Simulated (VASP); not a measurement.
# Te2Mo in VASP: a series of runs

The runs below take Te2Mo through single point, with LDA.

All numbers are computed with VASP 6.6.1; they aren't measurements. Logs are shortened: lines on timing, memory, paths and dates and some standing lists are left out, and cuts for length are marked.

## (1) The cell of the first run

The cell holds a slab with vacuum, 3 atoms: a = 3.703 Å, b = 3.703 Å, c = 16.122 Å, α = 90.00°, β = 90.00°, γ = 120.00°.

## (2) Single point, LDA (strain +0.040 along x and y, -0.080 along z)

INCAR

```
SYSTEM = Te2Mo
PREC = Accurate ; ENCUT = 520
EDIFF = 1E-6 ; ISMEAR = 0
SIGMA = 0.05 ; LREAL = .FALSE.
LASPH = .TRUE. ; NELM = 60
ALGO = Normal ; ISIF = 2
LWAVE = .FALSE. ; LCHARG = .FALSE.
GGA = CA ; NBANDS = 20
```

KPOINTS

```
regular mesh
0
G
  12 12 2
  0 0 0
```

POSCAR

```
Te2Mo
1.0
    3.7026421266      0.0000000000      0.0000000000
   -1.8513210633      3.2065821427      0.0000000000
    0.0000000000      0.0000000000     16.1221331944
Te Mo
2 1
Direct
    0.3333333333      0.6666666667      0.8978554500
    0.3333333333      0.6666666667      0.1021445500
    0.0000000000      0.0000000000      0.0000000000
```

Potentials or basis: VASP PAW LDA potentials, release 64 (Te, Mo_sv).

Command:

```
$ cat potpaw_LDA.64/Te/POTCAR potpaw_LDA.64/Mo_sv/POTCAR > POTCAR
$ mpirun -np 1 vasp_std > vasp.out
```

OUTCAR:

```text
SYSTEM = Te2Mo
   PREC = Accurate
   ENCUT = 520
   EDIFF = 1E-6
   ISMEAR = 0
   LREAL = .FALSE.
   LASPH = .TRUE.
   NELM = 60
   ISIF = 2
   GGA = CA

 ion  position               nearest neighbor table
   1  0.333  0.667  0.898-   3 2.70   3 2.70   3 2.70   2 3.29
   2  0.333  0.667  0.102-   3 2.70   3 2.70   3 2.70   1 3.29
   3  0.000  0.000  0.000-   1 2.70   2 2.70   1 2.70   2 2.70   1 2.70   2 2.70

  LATTYP: Found a hexagonal cell.
 ALAT       =     3.7026421266
 C/A-ratio  =     4.3542239955

  Lattice vectors:

 A1 = (   3.7026421266,   0.0000000000,   0.0000000000)
 A2 = (  -1.8513210633,   3.2065821427,   0.0000000000)
 A3 = (   0.0000000000,   0.0000000000,  16.1221331944)

Analysis of symmetry for initial positions (statically):
=====================================================================
 Subroutine PRICEL returns:
 Original cell was already a primitive cell.

 Routine SETGRP: Setting up the symmetry group for a
 hexagonal supercell.

 Subroutine GETGRP returns: Found 12 space group operations
 (whereof 12 operations were pure point group operations)
 out of a pool of 24 trial point group operations.

The static configuration has the point symmetry D_3h.

Analysis of symmetry for dynamics (positions and initial velocities):
=====================================================================
 Subroutine PRICEL returns:
 Original cell was already a primitive cell.

 Routine SETGRP: Setting up the symmetry group for a
 hexagonal supercell.

 Subroutine GETGRP returns: Found 12 space group operations
 (whereof 12 operations were pure point group operations)
 out of a pool of 24 trial point group operations.

The dynamic configuration has the point symmetry D_3h.

 Subroutine INISYM returns: Found 12 space group operations
 (whereof 12 operations are pure point group operations),
 and found     1 'primitive' translations

----------------------------------------------------------------------------------------

                                     Primitive cell

  volume of cell :     191.4153

  direct lattice vectors                    reciprocal lattice vectors
     3.702642127  0.000000000  0.000000000     0.270077411  0.155929266  0.000000000
    -1.851321063  3.206582143  0.000000000     0.000000000  0.311858532  0.000000000
     0.000000000  0.000000000 16.122133194     0.000000000  0.000000000  0.062026531

  length of vectors
     3.702642127  3.702642127 16.122133194     0.311858532  0.311858532  0.062026531

  position of ions in fractional coordinates (direct lattice)
     0.333333333  0.666666667  0.897855450
     0.333333333  0.666666667  0.102144550
     0.000000000  0.000000000  0.000000000

  ion indices of the primitive-cell ions
   primitive index   ion index
                 1           1
                 2           2
                 3           3

----------------------------------------------------------------------------------------

 KPOINTS: regular mesh

Automatic generation of k-mesh.
 Grid dimensions read from file:
 generate k-points for:   12   12    2

 Generating k-lattice:

  Cartesian coordinates                     Fractional coordinates (reciprocal lattice)
     0.022506451  0.012994106  0.000000000     0.083333333  0.000000000  0.000000000
     0.000000000  0.025988211  0.000000000     0.000000000  0.083333333  0.000000000
     0.000000000  0.000000000  0.031013266     0.000000000  0.000000000  0.500000000

  Length of vectors
     0.025988211  0.025988211  0.031013266

  Shift w.r.t. Gamma in fractional coordinates (k-lattice)
     0.000000000  0.000000000  0.000000000

 Subroutine IBZKPT returns following result:
 ===========================================

 Found     38 irreducible k-points:

 Following reciprocal coordinates:
            Coordinates               Weight
  0.000000  0.000000  0.000000      1.000000
  0.083333  0.000000  0.000000      6.000000
  0.166667  0.000000  0.000000      6.000000
  0.250000  0.000000  0.000000      6.000000
  0.333333  0.000000  0.000000      6.000000
  0.416667  0.000000  0.000000      6.000000
[... 16 lines left out ...]
  0.250000  0.000000  0.500000      6.000000
  0.333333  0.000000  0.500000      6.000000
 [... further k-points ...]
   k-points           NKPTS =     38   k-points in BZ     NKDIM =     38   number of bands    NBANDS=     20
   number of dos      NEDOS =    301   number of ions     NIONS =      3
   total plane-waves  NPLWV =  94080
   dimension x,y,z NGX =    28 NGY =   28 NGZ =  120
   dimension x,y,z NGXF=    56 NGYF=   56 NGZF=  240
   ions per type =               2   1
   NGX,Y,Z   is equivalent  to a cutoff of  12.57, 12.57, 12.37 a.u.
   NGXF,Y,Z  is equivalent  to a cutoff of  25.14, 25.14, 24.75 a.u.
 SYSTEM =  Te2Mo
   PREC   = accura    normal or accurate (medium, high low for compatibility)
   ISTART =      0    job   : 0-new  1-cont  2-samecut
   ICHARG =      2    charge: 1-file 2-atom 10-const
   ISPIN  =      1    spin polarized calculation?
   LNONCOLLINEAR =      F non collinear calculations
   LSORBIT =      F    spin-orbit coupling
   LASPH  =      T    aspherical Exc in radial PAW
   ENCUT  =  520.0 eV  38.22 Ry    6.18 a.u.   6.88  6.88 29.98*2*pi/ulx,y,z
   NELM   =     60;   NELMIN=  2; NELMDL= -5     # of ELM steps
   EDIFF  = 0.1E-05   stopping-criterion for ELM
   LREAL  =      F    real-space projection
   EDIFFG = 0.1E-04   stopping-criterion for IOM
   NSW    =      0    number of steps for IOM
   IBRION =     -1    ionic relax: 0-MD 1-quasi-New 2-CG
   NFREE  =      0    steps in history (QN), initial steepest desc. (CG)
   ISIF   =      2    stress and relaxation
   ISYM   =      2    0-nonsym 1-usesym 2-fastsym
   POTIM  = 0.5000    time-step for ionic-motion
   TEBEG  =    0.0;   TEEND  =   0.0 temperature during run
   PSTRESS=    0.0 pullay stress
   NELECT =      26.0000    total number of electrons
   NUPDOWN=      -1.0000    fix difference up-down
   EMIN   =  10.00;   EMAX   =-10.00  energy-range for DOS
   EFERMI =   0.00;   METHOD = LEGACY
   ISMEAR =     0;   SIGMA  =   0.05  broadening in eV -4-tet -1-fermi 0-gaus
   EFERMI_NEDOS =   21; number of points for ismear=-14 and -15
   IALGO  =     38    algorithm
   IMIX   =      4    mixing-type and parameters
     AMIX     =   0.40;   BMIX     =  1.00
     AMIX_MAG =   1.60;   BMIX_MAG =  1.00
  volume/ion in A,a.u.               =      63.81       430.58
  Fermi-wavevector in a.u.,A,eV,Ry     =   0.841538  1.590276  9.635459  0.708186
  Thomas-Fermi vector in A             =   1.956099
   LORBIT       =      0    0 simple, 1 ext, 2 COOP (PROOUT), +10 PAW based schemes
   GGA     = CA    functional components
   LHFCALC =     F    Hartree Fock is set to
   AEXX    =    0.0000 exact exchange contribution
   IVDW    =     0    specifies the selected vdW correction
   LEPSILON=     F    determine dielectric tensor
   LRPA    =     F    only Hartree local field effects (RPA)
 non-spin polarized calculation
 Gauss-broadening in eV      SIGMA  =   0.05
  energy-cutoff  :      520.00
  volume of cell :      191.42
 maximum number of plane-waves:      5200
 NGX is ok and might be reduce to    28
   NGX = 13   NGY = 13   NGZ = 59

 number of electron      25.9999996 magnetization

 Free energy of the ion-electron system (eV)
  ---------------------------------------------------
  ext. energy  EPLUGINS =         0.00000000
  ---------------------------------------------------
  free energy    TOTEN  =       -20.09862716 eV

  energy without entropy =      -20.09862697  energy(sigma->0) =      -20.09862707

 E-fermi :   0.0488     XC(G=0):  -4.9566

 val. band max:       -0.0892660696   @ k =   0.0000   0.0000   0.5000
 cond. band min:       0.1926700401   @ k =   0.3333   0.3333   0.0000
 fundamental gap:      0.2819361097
 Fermi energy:         0.0487890596

 k-point     1 :       0.0000    0.0000    0.0000
  band No.  band energies     occupation
      1     -60.6084      2.00000
      2     -34.9150      2.00000
      3     -34.9150      2.00000
      4     -34.8689      2.00000
      5     -12.7414      2.00000
      6     -11.3309      2.00000
[... 12 lines left out ...]
     19       4.9676      0.00000
     20       5.0359      0.00000

 k-point     2 :       0.0833    0.0000    0.0000
  band No.  band energies     occupation
      1     -60.6081      2.00000
      2     -34.9207      2.00000
      3     -34.9163      2.00000
      4     -34.8676      2.00000
      5     -12.6618      2.00000
      6     -11.2850      2.00000
[... 12 lines left out ...]
     19       5.1409      0.00000
     20       5.3129      0.00000

 k-point     3 :       0.1667    0.0000    0.0000
  band No.  band energies     occupation
      1     -60.6071      2.00000
      2     -34.9363      2.00000
      3     -34.9198      2.00000
      4     -34.8639      2.00000
      5     -12.4332      2.00000
      6     -11.1536      2.00000
[... 12 lines left out ...]
     19       5.4296      0.00000
     20       6.0296      0.00000

 k-point     4 :       0.2500    0.0000    0.0000
  band No.  band energies     occupation
      1     -60.6057      2.00000
      2     -34.9575      2.00000
      3     -34.9245      2.00000
      4     -34.8588      2.00000
      5     -12.0895      2.00000
      6     -10.9575      2.00000
[... 12 lines left out ...]
     19       5.8492      0.00000
     20       6.2377      0.00000

 k-point     5 :       0.3333    0.0000    0.0000
  band No.  band energies     occupation
      1     -60.6043      2.00000
      2     -34.9786      2.00000
      3     -34.9293      2.00000
      4     -34.8538      2.00000
      5     -11.6965      2.00000
      6     -10.7370      2.00000
[... 12 lines left out ...]
     19       5.9093      0.00000
     20       6.0936      0.00000
[... 353 lines left out ...]
      6     -11.2850      2.00000
[... 12 lines left out ...]
     19       4.7984      0.00000
     20       5.3868      0.00000

 k-point    22 :       0.1667    0.0000    0.5000
  band No.  band energies     occupation
      1     -60.6071      2.00000
      2     -34.9363      2.00000
      3     -34.9198      2.00000
      4     -34.8639      2.00000
      5     -12.4332      2.00000
      6     -11.1536      2.00000
[... 12 lines left out ...]
     19       5.0966      0.00000
     20       6.1201      0.00000

 k-point    23 :       0.2500    0.0000    0.5000
  band No.  band energies     occupation
      1     -60.6057      2.00000
      2     -34.9575      2.00000
      3     -34.9245      2.00000
      4     -34.8588      2.00000
      5     -12.0895      2.00000
      6     -10.9575      2.00000
[... 12 lines left out ...]
     19       5.5593      0.00000
     20       6.3338      0.00000

 k-point    24 :       0.3333    0.0000    0.5000
  band No.  band energies     occupation
      1     -60.6043      2.00000
      2     -34.9786      2.00000
      3     -34.9293      2.00000
      4     -34.8538      2.00000
      5     -11.6965      2.00000
      6     -10.7370      2.00000
[... 12 lines left out ...]
     19       5.9861      0.00000
     20       6.0056      0.00000

 [... further k-points ...]

------------------------ aborting loop because EDIFF is reached ----------------------------------------

  FORCE on cell =-STRESS in cart. coord.  units (eV):
  Direction    XX          YY          ZZ          XY          YZ          ZX
  --------------------------------------------------------------------------------------
  -------------------------------------------------------------------------------------
  Total       -3.2288872     -3.2288872      3.5551061     -0.0000000     -0.0000000      0.0000000
  in kB      -27.0263158    -27.0263158     29.7568213     -0.0000000     -0.0000000      0.0000000
  external PRESSURE =      -8.0986034 kB  Pullay stress =       0.0000000 kB

 VOLUME and BASIS-vectors are now :
 -----------------------------------------------------------------------------
  energy-cutoff  :      520.00
  volume of cell :      191.42
      direct lattice vectors                 reciprocal lattice vectors
     3.702642127  0.000000000  0.000000000     0.270077411  0.155929266  0.000000000
    -1.851321063  3.206582143  0.000000000     0.000000000  0.311858532  0.000000000
     0.000000000  0.000000000 16.122133194     0.000000000  0.000000000  0.062026531

 POSITION                                       TOTAL-FORCE (eV/Angst)
 -----------------------------------------------------------------------------------
     -0.00000      2.13772     14.47535        -0.000000      0.000000     -1.083377
     -0.00000      2.13772      1.64679        -0.000000      0.000000      1.083377
      0.00000      0.00000      0.00000         0.000000     -0.000000      0.000000
 -----------------------------------------------------------------------------------
    total drift:                                0.000000     -0.000000     -0.000000

  FREE ENERGIE OF THE ION-ELECTRON SYSTEM (eV)
  ---------------------------------------------------
  free  energy   TOTEN  =       -20.0986271644 eV

  energy  without entropy=      -20.0986269695  energy(sigma->0) =      -20.09862707
```

It took 86 s on 1 thread of Intel Xeon 6975P-C (Granite Rapids), shared host; peak memory 0.32 GiB.

Results:

```yaml
Free_energy: -20.0986 eV
Largest_force: 1.083 eV/Å
Band_gap_on_the_k_mesh: 0.28 eV, indirect (least direct gap 0.68 eV)
```

Forces on the atoms (eV/Å):
```
Te   0.000  0.000 -1.083
Te   0.000  0.000  1.083
Mo   0.000  0.000  0.000
```

Caveat: the cell differs from its parent crystal (strain +0.040 along x and y, -0.080 along z); spin-orbit coupling is left out, which moves the levels of the heavy elements.

## (3) Single point, LDA (strain +0.040 along x and y, -0.040 along z)

INCAR

```
PREC = Accurate
ENCUT = 520
EDIFF = 1E-6
ISMEAR = 0
SIGMA = 0.05
LREAL = False
LASPH = True
NELM = 80
ALGO = Normal
ISIF = 2
LWAVE = False
LCHARG = False
NBANDS = 20
```

KPOINTS

```
regular mesh
0
Gamma
  12 12 2
```

POSCAR: that of step 2 with these lines changed.

```diff
@@ -4,3 +4,3 @@
    -1.8513210633      3.2065821427      0.0000000000
-    0.0000000000      0.0000000000     16.1221331944
+    0.0000000000      0.0000000000     16.8230955072
 Te Mo
```

Potentials or basis: VASP PAW LDA potentials, release 64 (Te, Mo_sv).

Command:

```
$ cat potpaw_LDA.64/Te/POTCAR potpaw_LDA.64/Mo_sv/POTCAR > POTCAR
$ mpirun -np 1 vasp_std > vasp.out
```

Wall time 96 s (1 thread of Intel Xeon 6975P-C (Granite Rapids), shared host); peak memory 0.33 GiB.

Results (log left out):

- Free energy: -20.1705 eV
- Largest force: 0.042 eV/Å
- Band gap on the k mesh: 0.63 eV, indirect (least direct gap 0.75 eV)

Forces on the atoms (eV/Å):
```
Te   0.000  0.000  0.042
Te   0.000  0.000 -0.042
Mo   0.000  0.000  0.000
```

Levels at points of the mesh, in eV from the valence-band top:
| k point | band 10 | band 11 | band 12 | band 13 | band 14 | band 15 | band 16 | band 17 |
| --- | --- | --- | --- | --- | --- | --- | --- | --- |
| (0.00, 0.00, 0.00) | -1.14 | -1.14 | -1.07 | 0.00 | 2.71 | 2.71 | 3.05 | 3.05 |
| (0.50, 0.00, 0.00) | -2.39 | -1.16 | -0.73 | -0.59 | 1.07 | 1.38 | 3.23 | 3.61 |
| (0.00, 0.00, 0.50) | -1.14 | -1.14 | -1.07 | 0.00 | 2.71 | 2.71 | 3.05 | 3.05 |
| (0.50, 0.00, 0.50) | -2.39 | -1.16 | -0.73 | -0.59 | 1.07 | 1.38 | 3.23 | 3.61 |

Caveat: the cell differs from its parent crystal (strain +0.040 along x and y, -0.040 along z); spin-orbit coupling is left out, which moves the levels of the heavy elements.

## (4) Single point, LDA (strain +0.000 along x and y, +0.040 along z)

INCAR

```
PREC     = Accurate       # precision mode
ENCUT    = 520            # plane-wave cutoff, eV
EDIFF    = 1E-6           # SCF threshold, eV
ISMEAR   = 0              # smearing method
SIGMA    = 0.05           # smearing width, eV
LREAL    = False          # projectors in reciprocal space
LASPH    = True           # aspherical terms in the spheres
NELM     = 60             # most SCF steps
ALGO     = Normal         # electronic algorithm
ISIF     = 2              # what is computed and relaxed
LWAVE    = False          # write WAVECAR
LCHARG   = False          # write CHGCAR
NBANDS   = 20             # bands
```

KPOINTS

```
Automatic mesh
0
Gamma
  12 12 2
```

POSCAR

```
Te2Mo
1.0
    3.5602328140      0.0000000000      0.0000000000
   -1.7801164070      3.0832520603      0.0000000000
    0.0000000000      0.0000000000     18.2250201328
Te Mo
2 1
Direct
    0.3333333333      0.6666666667      0.8978554500
    0.3333333333      0.6666666667      0.1021445500
    0.0000000000      0.0000000000      0.0000000000
```

Command:

```
$ cat potpaw_LDA.64/Te/POTCAR potpaw_LDA.64/Mo_sv/POTCAR > POTCAR
$ mpirun -np 1 vasp_std > vasp.out
```

Wall time 1.7 min (1 thread of Intel Xeon 6975P-C (Granite Rapids), shared host); peak memory 0.35 GiB.

The run converged. Its results:

```
Free energy            : -20.2948 eV
Largest force          : 1.241 eV/Å
Band gap on the k mesh : 1.11 eV, direct
```

Forces in eV/Å, atoms in the order of the input:
```
Te   0.000  0.000  1.241
Te   0.000  0.000 -1.241
Mo   0.000  0.000  0.000
```

Levels at points of the mesh, in eV from the valence-band top:
| k point | band 11 | band 12 | band 13 | band 14 | band 15 | band 16 |
| --- | --- | --- | --- | --- | --- | --- |
| (0.00, 0.00, 0.00) | -0.77 | -0.77 | -0.56 | 2.94 | 2.94 | 3.15 |
| (0.50, 0.00, 0.00) | -1.70 | -0.72 | -0.24 | 1.39 | 1.66 | 3.06 |
| (0.00, 0.00, 0.50) | -0.77 | -0.77 | -0.56 | 2.94 | 2.94 | 3.15 |
| (0.50, 0.00, 0.50) | -1.70 | -0.72 | -0.24 | 1.39 | 1.66 | 3.06 |

Caveat: the cell differs from its parent crystal (strain +0.000 along x and y, +0.040 along z); spin-orbit coupling is left out, which moves the levels of the heavy elements.

## (5) Summary

| cell | gap on the mesh (eV) | largest force (eV/Å) |
| --- | --- | --- |
| a = 3.703, b = 3.703, c = 16.122 Å, angles 90.0, 90.0, 120.0°, 3 atoms | 0.28 | 1.08 |
| a = 3.703, b = 3.703, c = 16.823 Å, angles 90.0, 90.0, 120.0°, 3 atoms | 0.63 | 0.04 |
| a = 3.560, b = 3.560, c = 18.225 Å, angles 90.0, 90.0, 120.0°, 3 atoms | 1.11 | 1.24 |

Alike in all rows: task single point; level LDA; potentials or basis VASP PAW LDA potentials, release 64 (Te, Mo_sv); no spin polarisation; k mesh 12 × 12 × 2; cutoff (eV) 520; smearing gaussian 0.05 eV.

Caveats: spin-orbit coupling is left out, which moves the levels of the heavy elements.

Absolute energies hang on the potentials; compare differences alone.
